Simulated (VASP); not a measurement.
# AlGa3P4 (P-4m2) in VASP: a series of runs

AlGa3P4 is run at these levels: PBE; tasks: single point.

Everything below comes from runs of VASP 6.6.1. Logs are shortened: lines on timing, memory, paths and dates and some standing lists are left out, and cuts for length are marked.

### 1 The cell of the first run

Symmetry: P-4m2, No. 115, tetragonal system. Conventional cell: a = 3.769 Å, b = 3.769 Å, c = 10.660 Å, α = 90.00°, β = 90.00°, γ = 90.00°. Within 3.1 Å of Al (site symmetry -4m2) lie 4 P at 2.31 Å. Within 3.1 Å of Ga (site symmetry 2mm) lie 4 P at 2.31 Å. Within 3.1 Å of Ga (site symmetry -4m2) lie 4 P at 2.31 Å. Within 3.1 Å of P (site symmetry 2mm) lie 2 Al at 2.31 Å and 2 Ga at 2.31 Å. Within 3.1 Å of P (site symmetry 2mm) lie 4 Ga at 2.31 Å.

### 2 Single point, PBE

INCAR reads:

```
SYSTEM = AlGa3P4
  ALGO = Normal
  EDIFF = 1E-6
  ENCUT = 520
  GGA = PE
  ISIF = 2
  ISMEAR = 0
  LASPH = .TRUE.
  LCHARG = .TRUE.
  LELF = .TRUE.
  LREAL = .FALSE.
  LVHAR = .TRUE.
  LWAVE = .FALSE.
  NBANDS = 41
  NELM = 80
  PREC = Accurate
  SIGMA = 0.1
```

KPOINTS reads:

```
k-points
0
G
  4 4 2
  0 0 0
```

POSCAR reads:

```
AlGa3P4
1.0
    3.7687221900      0.0000000000      0.0000000000
    0.0000000000      3.7687221900      0.0000000000
    0.0000000000      0.0000000000     10.6595560600
Al Ga P
1 3 4
Direct
    0.0000000000      0.0000000000      0.0000000000
    0.5000000000      0.5000000000      0.2500000000
    0.0000000000      0.0000000000      0.5000000000
    0.5000000000      0.5000000000      0.7500000000
    0.5000000000      0.0000000000      0.1250000000
    0.0000000000      0.5000000000      0.3750000000
    0.5000000000      0.0000000000      0.6250000000
    0.0000000000      0.5000000000      0.8750000000
```

Potentials or basis: VASP PAW PBE potentials, release 64 (Al, Ga_d, P).

Run with:

```
> cat potpaw_PBE.64/Al/POTCAR potpaw_PBE.64/Ga_d/POTCAR potpaw_PBE.64/P/POTCAR > POTCAR
> mpirun -np 1 vasp_std > vasp.out
```

OUTCAR:

```text
SYSTEM = AlGa3P4
   EDIFF = 1E-6
   ENCUT = 520
   GGA = PE
   ISIF = 2
   ISMEAR = 0
   LASPH = .TRUE.
   LREAL = .FALSE.
   NELM = 80
   PREC = Accurate

 ion  position               nearest neighbor table
   1  0.000  0.000  0.000-   5 2.31   8 2.31   8 2.31   5 2.31
   2  0.500  0.500  0.250-   5 2.31   6 2.31   5 2.31   6 2.31
   3  0.000  0.000  0.500-   6 2.31   7 2.31   6 2.31   7 2.31
   4  0.500  0.500  0.750-   7 2.31   8 2.31   7 2.31   8 2.31
   5  0.500  0.000  0.125-   1 2.31   2 2.31   2 2.31   1 2.31
   6  0.000  0.500  0.375-   2 2.31   3 2.31   3 2.31   2 2.31
   7  0.500  0.000  0.625-   3 2.31   4 2.31   4 2.31   3 2.31
   8  0.000  0.500  0.875-   1 2.31   4 2.31   1 2.31   4 2.31

  LATTYP: Found a simple tetragonal cell.
 ALAT       =     3.7687221900
 C/A-ratio  =     2.8284271227

  Lattice vectors:

 A1 = (   3.7687221900,   0.0000000000,   0.0000000000)
 A2 = (   0.0000000000,   3.7687221900,   0.0000000000)
 A3 = (   0.0000000000,   0.0000000000,  10.6595560600)

Analysis of symmetry for initial positions (statically):
=====================================================================
 Subroutine PRICEL returns:
 Original cell was already a primitive cell.

 Routine SETGRP: Setting up the symmetry group for a
 simple tetragonal supercell.

 Subroutine GETGRP returns: Found  8 space group operations
 (whereof  8 operations were pure point group operations)
 out of a pool of 16 trial point group operations.

The static configuration has the point symmetry D_2d.

Analysis of symmetry for dynamics (positions and initial velocities):
=====================================================================
 Subroutine PRICEL returns:
 Original cell was already a primitive cell.

 Routine SETGRP: Setting up the symmetry group for a
 simple tetragonal supercell.

 Subroutine GETGRP returns: Found  8 space group operations
 (whereof  8 operations were pure point group operations)
 out of a pool of 16 trial point group operations.

The dynamic configuration has the point symmetry D_2d.

 Subroutine INISYM returns: Found  8 space group operations
 (whereof  8 operations are pure point group operations),
 and found     1 'primitive' translations

----------------------------------------------------------------------------------------

                                     Primitive cell

  volume of cell :     151.4005

  direct lattice vectors                    reciprocal lattice vectors
     3.768722190  0.000000000  0.000000000     0.265341925  0.000000000  0.000000000
     0.000000000  3.768722190  0.000000000     0.000000000  0.265341925  0.000000000
     0.000000000  0.000000000 10.659556060     0.000000000  0.000000000  0.093812537

  length of vectors
     3.768722190  3.768722190 10.659556060     0.265341925  0.265341925  0.093812537

  position of ions in fractional coordinates (direct lattice)
     0.000000000  0.000000000  0.000000000
     0.500000000  0.500000000  0.250000000
     0.000000000  0.000000000  0.500000000
     0.500000000  0.500000000  0.750000000
     0.500000000  0.000000000  0.125000000
     0.000000000  0.500000000  0.375000000
     0.500000000  0.000000000  0.625000000
     0.000000000  0.500000000  0.875000000

  ion indices of the primitive-cell ions
   primitive index   ion index
                 1           1
                 2           2
                 3           3
                 4           4
                 5           5
                 6           6
                 7           7
                 8           8

----------------------------------------------------------------------------------------

 KPOINTS: k-points

Automatic generation of k-mesh.
 Grid dimensions read from file:
 generate k-points for:    4    4    2

 Generating k-lattice:

  Cartesian coordinates                     Fractional coordinates (reciprocal lattice)
     0.066335481  0.000000000  0.000000000     0.250000000  0.000000000  0.000000000
     0.000000000  0.066335481  0.000000000     0.000000000  0.250000000  0.000000000
     0.000000000  0.000000000  0.046906269     0.000000000  0.000000000  0.500000000

  Length of vectors
     0.066335481  0.066335481  0.046906269

  Shift w.r.t. Gamma in fractional coordinates (k-lattice)
     0.000000000  0.000000000  0.000000000

 Subroutine IBZKPT returns following result:
 ===========================================

 Found     12 irreducible k-points:

 Following reciprocal coordinates:
            Coordinates               Weight
  0.000000  0.000000  0.000000      1.000000
  0.250000  0.000000  0.000000      4.000000
  0.500000  0.000000  0.000000      2.000000
  0.250000  0.250000  0.000000      4.000000
  0.500000  0.250000  0.000000      4.000000
  0.500000  0.500000  0.000000      1.000000
  0.000000  0.000000  0.500000      1.000000
  0.250000  0.000000  0.500000      4.000000
  0.500000  0.000000  0.500000      2.000000
  0.250000  0.250000  0.500000      4.000000
  0.500000  0.250000  0.500000      4.000000
  0.500000  0.500000  0.500000      1.000000
   k-points           NKPTS =     12   k-points in BZ     NKDIM =     12   number of bands    NBANDS=     41
   number of dos      NEDOS =    301   number of ions     NIONS =      8
   total plane-waves  NPLWV =  62720
   dimension x,y,z NGX =    28 NGY =   28 NGZ =   80
   dimension x,y,z NGXF=    56 NGYF=   56 NGZF=  160
   ions per type =               1   3   4
   NGX,Y,Z   is equivalent  to a cutoff of  12.35, 12.35, 12.48 a.u.
   NGXF,Y,Z  is equivalent  to a cutoff of  24.70, 24.70, 24.95 a.u.
 SYSTEM =  AlGa3P4
   PREC   = accura    normal or accurate (medium, high low for compatibility)
   ISTART =      0    job   : 0-new  1-cont  2-samecut
   ICHARG =      2    charge: 1-file 2-atom 10-const
   ISPIN  =      1    spin polarized calculation?
   LNONCOLLINEAR =      F non collinear calculations
   LSORBIT =      F    spin-orbit coupling
   LASPH  =      T    aspherical Exc in radial PAW
   ENCUT  =  520.0 eV  38.22 Ry    6.18 a.u.   7.01  7.01 19.82*2*pi/ulx,y,z
   NELM   =     80;   NELMIN=  2; NELMDL= -5     # of ELM steps
   EDIFF  = 0.1E-05   stopping-criterion for ELM
   LREAL  =      F    real-space projection
   EDIFFG = 0.1E-04   stopping-criterion for IOM
   NSW    =      0    number of steps for IOM
   IBRION =     -1    ionic relax: 0-MD 1-quasi-New 2-CG
   NFREE  =      0    steps in history (QN), initial steepest desc. (CG)
   ISIF   =      2    stress and relaxation
   ISYM   =      2    0-nonsym 1-usesym 2-fastsym
   POTIM  = 0.5000    time-step for ionic-motion
   TEBEG  =    0.0;   TEEND  =   0.0 temperature during run
   PSTRESS=    0.0 pullay stress
   NELECT =      62.0000    total number of electrons
   NUPDOWN=      -1.0000    fix difference up-down
   EMIN   =  10.00;   EMAX   =-10.00  energy-range for DOS
   EFERMI =   0.00;   METHOD = LEGACY
   ISMEAR =     0;   SIGMA  =   0.10  broadening in eV -4-tet -1-fermi 0-gaus
   EFERMI_NEDOS =   21; number of points for ismear=-14 and -15
   IALGO  =     38    algorithm
   IMIX   =      4    mixing-type and parameters
     AMIX     =   0.40;   BMIX     =  1.00
     AMIX_MAG =   1.60;   BMIX_MAG =  1.00
  volume/ion in A,a.u.               =      18.93       127.71
  Fermi-wavevector in a.u.,A,eV,Ry     =   1.215709  2.297357 20.108706  1.477948
  Thomas-Fermi vector in A             =   2.351087
   LORBIT       =      0    0 simple, 1 ext, 2 COOP (PROOUT), +10 PAW based schemes
   GGA     = PE    functional components
   LHFCALC =     F    Hartree Fock is set to
   AEXX    =    0.0000 exact exchange contribution
   IVDW    =     0    specifies the selected vdW correction
   LEPSILON=     F    determine dielectric tensor
   LRPA    =     F    only Hartree local field effects (RPA)
 non-spin polarized calculation
 Gauss-broadening in eV      SIGMA  =   0.10
  energy-cutoff  :      520.00
  volume of cell :      151.40
 maximum number of plane-waves:      4140
   NGX = 15   NGY = 15   NGZ = 39

 number of electron      62.0000009 magnetization

 Free energy of the ion-electron system (eV)
  ---------------------------------------------------
  ext. energy  EPLUGINS =         0.00000000
  ---------------------------------------------------
  free energy    TOTEN  =       -37.13777602 eV

  energy without entropy =      -37.13777602  energy(sigma->0) =      -37.13777602

 E-fermi :   5.8731     XC(G=0):  -9.9736

 val. band max:        5.3616720577   @ k =   0.0000   0.0000   0.0000
 cond. band min:       6.8126903242   @ k =   0.5000   0.5000   0.0000
 fundamental gap:      1.4510182665
 Fermi energy:         5.8730527736

 k-point     1 :       0.0000    0.0000    0.0000
  band No.  band energies     occupation
      1      -9.3409      2.00000
      2      -9.3101      2.00000
      3      -9.2360      2.00000
      4      -9.2084      2.00000
      5      -9.2084      2.00000
      6      -9.1914      2.00000
[... 33 lines left out ...]
     40       9.4029      0.00000
     41       9.4066      0.00000

 k-point     2 :       0.2500    0.0000    0.0000
  band No.  band energies     occupation
      1      -9.3274      2.00000
      2      -9.3049      2.00000
      3      -9.2517      2.00000
      4      -9.2342      2.00000
      5      -9.2007      2.00000
      6      -9.1925      2.00000
[... 33 lines left out ...]
     40      10.4482      0.00000
     41      11.0332      0.00000

 k-point     3 :       0.5000    0.0000    0.0000
  band No.  band energies     occupation
      1      -9.3212      2.00000
      2      -9.3133      2.00000
      3      -9.2821      2.00000
      4      -9.2408      2.00000
      5      -9.1932      2.00000
      6      -9.1882      2.00000
[... 347 lines left out ...]
      2      -9.3309      2.00000
      3      -9.2761      2.00000
      4      -9.2493      2.00000
      5      -9.1769      2.00000
      6      -9.1723      2.00000
[... 33 lines left out ...]
     40      12.0495      0.00000
     41      12.0647      0.00000

 k-point    12 :       0.5000    0.5000    0.5000
  band No.  band energies     occupation
      1      -9.3509      2.00000
      2      -9.3509      2.00000
      3      -9.2690      2.00000
      4      -9.2690      2.00000
      5      -9.1491      2.00000
      6      -9.1491      2.00000
[... 33 lines left out ...]
     40      14.1416      0.00000
     41      14.1892      0.00000

------------------------ aborting loop because EDIFF is reached ----------------------------------------

  FORCE on cell =-STRESS in cart. coord.  units (eV):
  Direction    XX          YY          ZZ          XY          YZ          ZX
  --------------------------------------------------------------------------------------
  -------------------------------------------------------------------------------------
  Total        9.4338679      9.4338679      8.4116914      0.0000000      0.0000000      0.0000000
  in kB       99.8327436     99.8327436     89.0156864      0.0000000      0.0000000      0.0000000
  external PRESSURE =      96.2270579 kB  Pullay stress =       0.0000000 kB

 VOLUME and BASIS-vectors are now :
 -----------------------------------------------------------------------------
  energy-cutoff  :      520.00
  volume of cell :      151.40
      direct lattice vectors                 reciprocal lattice vectors
     3.768722190  0.000000000  0.000000000     0.265341925  0.000000000  0.000000000
     0.000000000  3.768722190  0.000000000     0.000000000  0.265341925  0.000000000
     0.000000000  0.000000000 10.659556060     0.000000000  0.000000000  0.093812537

 POSITION                                       TOTAL-FORCE (eV/Angst)
 -----------------------------------------------------------------------------------
      0.00000      0.00000      0.00000         0.000000      0.000000      0.000000
      1.88436      1.88436      2.66489         0.000000     -0.000000      0.043214
      0.00000      0.00000      5.32978        -0.000000     -0.000000      0.000000
      1.88436      1.88436      7.99467         0.000000      0.000000     -0.043214
      1.88436      0.00000      1.33244         0.000000      0.000000     -0.071511
      0.00000      1.88436      3.99733        -0.000000      0.000000      0.016674
      1.88436      0.00000      6.66222         0.000000      0.000000     -0.016674
      0.00000      1.88436      9.32711         0.000000      0.000000      0.071511
 -----------------------------------------------------------------------------------
    total drift:                                0.000000      0.000000      0.000000

  FREE ENERGIE OF THE ION-ELECTRON SYSTEM (eV)
  ---------------------------------------------------
  free  energy   TOTEN  =       -37.1377760167 eV

  energy  without entropy=      -37.1377760167  energy(sigma->0) =      -37.13777602
```

Run time: 38 s. Hardware: 1 thread of Intel Xeon 6975P-C (Granite Rapids), shared host; peak memory 0.26 GiB.

What came out:

```yaml
Free_energy: -37.1378 eV
Pressure: 9.6 GPa
Largest_force: 0.072 eV/Å
Band_gap_on_the_k_mesh: 1.45 eV, indirect (least direct gap 1.48 eV)
```

Forces on the atoms (eV/Å):
```
Al   0.000  0.000  0.000
Ga   0.000  0.000  0.043
Ga   0.000  0.000  0.000
Ga   0.000  0.000 -0.043
P    0.000  0.000 -0.072
P    0.000  0.000  0.017
P    0.000  0.000 -0.017
P    0.000  0.000  0.072
```

### 3 Single point, PBE

This run uses another cell than the first one, of 20.90 Å³/atom, 1.104 times its volume.

INCAR reads:

```
SYSTEM = AlGa3P4
PREC = Accurate
ENCUT = 520
EDIFF = 1E-6
ISMEAR = 0
SIGMA = 0.1
LREAL = .False.
LASPH = .True.
NELM = 80
ALGO = Normal
ISIF = 2
LWAVE = .False.
LCHARG = .False.
GGA = PE
NBANDS = 41
```

KPOINTS reads:

```
Automatic mesh
0
Gamma
  4 4 2
  0 0 0
```

POSCAR reads:

```
AlGa3P4
1.0
    3.9129480295      0.0000000000      0.0000000000
    0.0000000000      3.9129480295      0.0000000000
    0.0000000000      0.0000000000     10.9207787734
Al Ga P
1 3 4
Direct
    0.0000000000      0.0000000000      0.0000000000
    0.5000000000      0.5000000000      0.2499925147
    0.0000000000      0.0000000000      0.5000000000
    0.5000000000      0.5000000000      0.7500074853
    0.5000000000      0.0000000000      0.1242891811
    0.0000000000      0.5000000000      0.3750536667
    0.5000000000      0.0000000000      0.6249463333
    0.0000000000      0.5000000000      0.8757108189
```

Potentials or basis: VASP PAW PBE potentials, release 64 (Al, Ga_d, P).

Run with:

```
> cat potpaw_PBE.64/Al/POTCAR potpaw_PBE.64/Ga_d/POTCAR potpaw_PBE.64/P/POTCAR > POTCAR
> mpirun -np 1 vasp_std > vasp.out
```

Run time: 43 s. Hardware: 1 thread of Intel Xeon 6975P-C (Granite Rapids), shared host; peak memory 0.28 GiB.

Results (log left out):

- Free energy: -37.5780 eV
- Pressure: 0.0 GPa
- Largest force: 0.009 eV/Å
- Band gap on the k mesh: 1.57 eV, indirect (least direct gap 1.62 eV)

Forces in eV/Å, atoms in the order of the input:
```
Al   0.000  0.000  0.000
Ga   0.000  0.000 -0.002
Ga   0.000  0.000  0.000
Ga   0.000  0.000  0.002
P    0.000  0.000 -0.009
P    0.000  0.000  0.000
P    0.000  0.000  0.000
P    0.000  0.000  0.009
```

Levels at points of the mesh, in eV from the valence-band top:
```
           k point  band 28  band 29  band 30  band 31  band 32  band 33  band 34  band 35
(0.00, 0.00, 0.00)    -1.53    -0.04    -0.04     0.00     1.62     1.68     1.98     2.19
(0.50, 0.00, 0.00)    -1.06    -1.03    -0.99    -0.94     1.58     2.01     3.13     3.28
(0.50, 0.50, 0.00)    -2.44    -2.44    -2.44    -2.42     1.68     1.68     1.76     2.24
(0.00, 0.00, 0.50)    -0.71    -0.71    -0.54    -0.54     1.57     1.77     2.49     2.51
(0.50, 0.00, 0.50)    -1.18    -1.09    -1.08    -1.07     2.52     2.59     2.62     3.16
(0.50, 0.50, 0.50)    -2.87    -2.87    -2.81    -2.81     2.64     2.64     2.78     2.95
```
